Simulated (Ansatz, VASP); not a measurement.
# Ni: VASP beside Ansatz

The input POSCAR:

```
Ni
1.0
    0.0000000000      1.7710500000      1.7710500000
    1.7710500000      0.0000000000      1.7710500000
    1.7710500000      1.7710500000      0.0000000000
Ni
1
Direct
    0.0000000000      0.0000000000      0.0000000000
```

File INCAR.step1:

```
SYSTEM = Ni
PREC = Accurate
ENCUT = 520
ISMEAR = 0
SIGMA = 0.05
LREAL = .FALSE.
LASPH = .TRUE.
NELM = 60
NBANDS = 11
GGA = PE
ALGO = Normal
EDIFF = 1E-4
LWAVE = .TRUE.
LCHARG = .FALSE.
```

Contents of INCAR.step2:

```
SYSTEM = Ni
PREC = Accurate
ENCUT = 520
EDIFF = 1E-6
ISMEAR = 0
SIGMA = 0.05
LREAL = .FALSE.
LASPH = .TRUE.
NELM = 60
ALGO = Normal
ISIF = 2
LWAVE = .FALSE.
LCHARG = .FALSE.
METAGGA = R2SCAN
LMIXTAU = .TRUE.
NBANDS = 11
ISTART = 1
```

Contents of KPOINTS:

```
Automatic mesh
0
G
  13 13 13
  0 0 0
```

Input for Ansatz:

```yaml
crystal:
  lattice:
    - [0.0, 1.77105, 1.77105]
    - [1.77105, 0.0, 1.77105]
    - [1.77105, 1.77105, 0.0]
  atoms:
    - { symbol: Ni, position: [0.0, 0.0, 0.0] }
hamiltonian:
  xc: r2scan
  pseudopotentials: { kind: paw }
basis:
  ecutwfc: 500
kpoints:
  mp_grid: { grid: [13, 13, 13] }
scf:
  occupations: { method: gaussian, width: 0.05 }
  lower_state_search: "off"
output:
  forces: true
  stress: true
```

Alike in both runs: task single point; functional r2SCAN; k mesh 13 × 13 × 13; occupations gaussian, width 0.05 eV; no spin polarisation.

|  | VASP | Ansatz |
| --- | --- | --- |
| version | VASP 6.6.1 | Ansatz 0.2.0 |
| potentials or method | VASP PAW PBE potentials, release 64 (Ni), cutoff 520 eV | PAW, plane waves, scalar-relativistic |
| valence electrons in the cell | 10 | 18 |

VASP gave:

```
pressure (GPa) : -12.6
```

What did Ansatz give for the same quantities?

Pressure (GPa): -13.3.

VASP's potentials were made for PBE, not for r2SCAN. VASP's potentials hold 10 valence electrons a cell and Ansatz's 18, so a difference there can come from the potentials and not from the codes.
